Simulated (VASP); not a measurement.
# MoS2 (C2/m) in VASP: a series of runs, part 2 of 2

VASP 6.6.1. Earlier steps stand in the parts before.

## (3) Single point, PBE+D3(BJ) (the part above a cut slid along it)

Contents of INCAR:

```
PREC     = Accurate       # precision mode
ENCUT    = 520            # plane-wave cutoff, eV
EDIFF    = 1E-6           # SCF threshold, eV
ISMEAR   = 0              # smearing method
SIGMA    = 0.15           # smearing width, eV
LREAL    = F              # projectors in reciprocal space
LASPH    = T              # aspherical terms in the spheres
NELM     = 60             # most SCF steps
ALGO     = Fast           # electronic algorithm
ISIF     = 2              # what is computed and relaxed
LWAVE    = F              # write WAVECAR
LCHARG   = F              # write CHGCAR
GGA      = PE             # functional
IVDW     = 12             # dispersion correction
NBANDS   = 49             # bands
```

Contents of KPOINTS:

```
regular mesh
0
Gamma
  14 14 3
```

Contents of POSCAR:

```
MoS2
1.0
   -1.5671157456     -2.7143240927      0.0000000000
    1.5671157456     -2.7143240927      0.0000000000
    0.0000000000     -4.0714861391     19.0649660373
Mo S
3 6
Direct
    0.4143274599      0.4143274599      0.7808967201
    0.2161894547      0.2161894547      0.1561918381
    0.3152584573      0.3152584573      0.4685442791
    0.5855486018      0.5855486018      0.5526018642
   -0.3153823956     -0.3153823956      0.8649543052
    0.4864795993      0.4864795993      0.2402494232
    0.9458993102      0.9458993102      0.0721342530
    0.0449683128      0.0449683128      0.3844866940
    0.1440373154      0.1440373154      0.6968391350
```

Potentials or basis: VASP PAW PBE potentials, release 64 (Mo_sv, S).

On the command line:

```
cat potpaw_PBE.64/Mo_sv/POTCAR potpaw_PBE.64/S/POTCAR > POTCAR
mpirun -np 1 vasp_std > vasp.out
```

Wall time 42 min (1 thread of Oxide Virtual Turin-like, shared host); peak memory 0.9 GiB.

Results (log left out):

```
Free energy                : -66.7559 eV
Pressure                   : -0.2 GPa
Largest force              : 0.121 eV/Å
Band gap on the k mesh     : zero (bands 39 and 40 overlap by 0.45 eV)
Dispersion energy per atom : -0.426 eV
```

Forces on the atoms (eV/Å):
```
Mo   0.000  0.000  0.018
Mo   0.000  0.000 -0.018
Mo   0.000  0.000  0.000
S    0.000  0.000 -0.004
S    0.000  0.000  0.121
S    0.000  0.000  0.019
S    0.000  0.000 -0.121
S    0.000  0.000  0.004
S    0.000  0.000 -0.019
```

Stress tensor (GPa, compression positive):
```
-0.04  0.00  0.00
 0.00 -0.05  0.00
 0.00  0.00 -0.47
```

Levels at points of the mesh, in eV from the Fermi level:
| k point | band 36 | band 37 | band 38 | band 39 | band 40 | band 41 | band 42 | band 43 |
| --- | --- | --- | --- | --- | --- | --- | --- | --- |
| (0.00, 0.00, 0.00) | -0.78 | -0.78 | -0.58 | -0.25 | -0.11 | -0.11 | -0.05 | -0.04 |
| (0.50, 0.00, 0.00) | -2.04 | -1.63 | -1.48 | -1.33 | 1.34 | 1.34 | 1.38 | 1.84 |
| (0.50, 0.50, 0.00) | -2.04 | -1.63 | -1.48 | -1.34 | 1.34 | 1.34 | 1.38 | 1.83 |

Caveat: the cell differs from its parent crystal (the part above a cut slid along it).

## (4) Single point, PBE+D3(BJ) (the part above a cut slid along it)

Contents of INCAR:

```
PREC = Accurate
ENCUT = 520
EDIFF = 1E-7
ISMEAR = 0
SIGMA = 0.15
LREAL = F
LASPH = T
NELM = 80
ALGO = Fast
ISIF = 2
LWAVE = F
LCHARG = F
GGA = PE
IVDW = 12
NBANDS = 49
```

KPOINTS is that of step 3.

Contents of POSCAR:

```
MoS2
1.0
   -1.5671157456     -2.7143240927      0.0000000000
    1.5671157456     -2.7143240927      0.0000000000
    0.0000000000     -1.3571620464     21.0649660373
Mo S
3 6
Direct
    0.8233112574      0.8233112574      0.7067549704
    0.2979927579      0.2979927579      0.1413623019
    0.5606520076      0.5606520076      0.4240586361
    0.8749661434      0.8749661434      0.5001354265
    0.1376253932      0.1376253932      0.7828317607
    0.6123068936      0.6123068936      0.2174390923
    0.9836786221      0.9836786221      0.0652855116
    0.2463378719      0.2463378719      0.3479818458
    0.5089971217      0.5089971217      0.6306781800
```

Potentials or basis: VASP PAW PBE potentials, release 64 (Mo_sv, S).

On the command line:

```
cat potpaw_PBE.64/Mo_sv/POTCAR potpaw_PBE.64/S/POTCAR > POTCAR
mpirun -np 1 vasp_std > vasp.out
```

OUTCAR:

```text
PREC = Accurate
   ENCUT = 520
   EDIFF = 1E-7
   ISMEAR = 0
   LREAL = F
   LASPH = T
   NELM = 80
   ISIF = 2
   GGA = PE
   IVDW = 12
 IVDW          = 12

 ion  position               nearest neighbor table
   1  0.823  0.823  0.707-   5 2.42   5 2.42   5 2.42   9 2.42   9 2.42   9 2.42
   2  0.298  0.298  0.141-   7 2.42   7 2.42   7 2.42   6 2.42   6 2.42   6 2.42
   3  0.561  0.561  0.424-   8 2.42   8 2.42   8 2.42   4 2.42   4 2.42   4 2.42
   4  0.875  0.875  0.500-   3 2.42   3 2.42   3 2.42
[... 1476 lines left out ...]
  Total       0.04354     0.04345    -0.02533     0.00000    -0.00028     0.00000
  in kB       0.38925     0.38847    -0.22645     0.00000    -0.00248     0.00000
  external pressure =        0.18 kB  Pullay stress =        0.00 kB

 VOLUME and BASIS-vectors are now :
 -----------------------------------------------------------------------------
  energy-cutoff  :      520.00
  volume of cell :      179.21
      direct lattice vectors                 reciprocal lattice vectors
    -1.567115746 -2.714324093  0.000000000    -0.319057480 -0.184207922 -0.011868047
     1.567115746 -2.714324093  0.000000000     0.319057480 -0.184207922 -0.011868047
     0.000000000 -1.357162046 21.064966037     0.000000000  0.000000000  0.047472187

 POSITION                                       TOTAL-FORCE (eV/Angst)
 -----------------------------------------------------------------------------------
      0.00000     -5.42865     14.88777         0.000000      0.000000     -0.016111
      0.00000     -1.80955      2.97779         0.000000     -0.000000      0.016111
      0.00000     -3.61910      8.93278         0.000000     -0.000000      0.000000
      0.00000     -5.42865     10.53534         0.000000      0.000012     -0.003568
      0.00000     -1.80955     16.49032         0.000000      0.000138      0.070998
      0.00000     -3.61910      4.58035         0.000000      0.000011      0.022895
      0.00000     -5.42865      1.37524         0.000000     -0.000138     -0.070998
      0.00000     -1.80955      7.33023         0.000000     -0.000012      0.003568
      0.00000     -3.61910     13.28521         0.000000     -0.000011     -0.022895
 -----------------------------------------------------------------------------------
    total drift:                                0.000000      0.000012     -0.000036

  FREE ENERGIE OF THE ION-ELECTRON SYSTEM (eV)
  ---------------------------------------------------
  free  energy   TOTEN  =       -66.6230720933 eV

  energy  without entropy=      -66.5953931971  energy(sigma->0) =      -66.60923265
```

It took 78 min on 1 thread of Oxide Virtual Turin-like, shared host; peak memory 1 GiB.

Results:

| Property | Result |
| --- | --- |
| Free energy | -66.6231 eV |
| Pressure | 0.0 GPa |
| Largest force | 0.071 eV/Å |
| Band gap on the k mesh | zero (bands 39 and 40 overlap by 0.46 eV) |
| Dispersion energy per atom | -0.411 eV |

Forces on the atoms (eV/Å):
```
Mo   0.000  0.000 -0.016
Mo   0.000  0.000  0.016
Mo   0.000  0.000  0.000
S    0.000  0.000 -0.004
S    0.000  0.000  0.071
S    0.000  0.000  0.023
S    0.000  0.000 -0.071
S    0.000  0.000  0.004
S    0.000  0.000 -0.023
```

Caveat: the cell differs from its parent crystal (the part above a cut slid along it).

## (5) Overview

```tsv
cell	further INCAR settings	gap on the mesh (eV)	pressure (GPa)	largest force (eV/Å)
a = 3.134, b = 3.134, c = 20.278 Å, angles 80.0, 80.0, 60.0°, 9 atoms	ALGO = Fast; EDIFF = 1e-06; NBANDS = 49	none	-0.1	0.10
a = 3.134, b = 3.134, c = 19.495 Å, angles 79.6, 79.6, 60.0°, 9 atoms	ALGO = Fast; EDIFF = 1e-06; NBANDS = 49	none	-0.2	0.12
a = 3.134, b = 3.134, c = 21.109 Å, angles 86.8, 86.8, 60.0°, 9 atoms	ALGO = Fast; EDIFF = 1e-07; NBANDS = 49	none	0.0	0.07
```

Alike in all rows: task single point; level PBE+D3(BJ); potentials or basis VASP PAW PBE potentials, release 64 (Mo_sv, S); no spin polarisation; k mesh 14 × 14 × 3; cutoff (eV) 520; smearing gaussian 0.15 eV.

Total energies depend on the potentials used, so only differences within one code and one set of settings carry meaning.
